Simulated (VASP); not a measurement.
Ga4Sb3As, 8 atoms in the cell. Symmetry: P-43m, No. 215, cubic system. Conventional cell: a = 6.099 Å, b = 6.099 Å, c = 6.099 Å, α = 90.00°, β = 90.00°, γ = 90.00°. Ga (site symmetry 3m) has 1 As at 2.55 Å and 3 Sb at 2.67 Å within 3.4 Å. Sb (site symmetry -42m) has 4 Ga at 2.67 Å within 3.5 Å. As (site symmetry -43m) has 4 Ga at 2.55 Å within 3.4 Å. 

```yaml
Program: VASP 6.6.1
Task: single point
Functional: PBE
Potentials_or_basis: VASP PAW PBE potentials, release 64 (Ga_d, Sb, As)
Cutoff: 520 eV
k_mesh: 6 × 6 × 6
Occupations: gaussian, width 0.1 eV
Spin: no spin polarisation
Dipole_correction: no
Further_INCAR_settings: ALGO = Normal; EDIFF = 1e-06; NBANDS = 46
```

Potentials or basis: VASP PAW PBE potentials, release 64 (Ga_d, Sb, As).

Command:

```sh
$ cat potpaw_PBE.64/Ga_d/POTCAR potpaw_PBE.64/Sb/POTCAR potpaw_PBE.64/As/POTCAR > POTCAR
$ mpirun -np 1 vasp_std > vasp.out
```

Hardware: 1 thread of AMD EPYC 7R13 Processor (Zen 3), with other jobs on the host.

Q: Estimate the wall time of this run.

A: It took 3.2 min on 1 thread of AMD EPYC 7R13 Processor (Zen 3) (shared host), peak memory 0.4 GiB. Counts: scf iterations 14, k points 20.
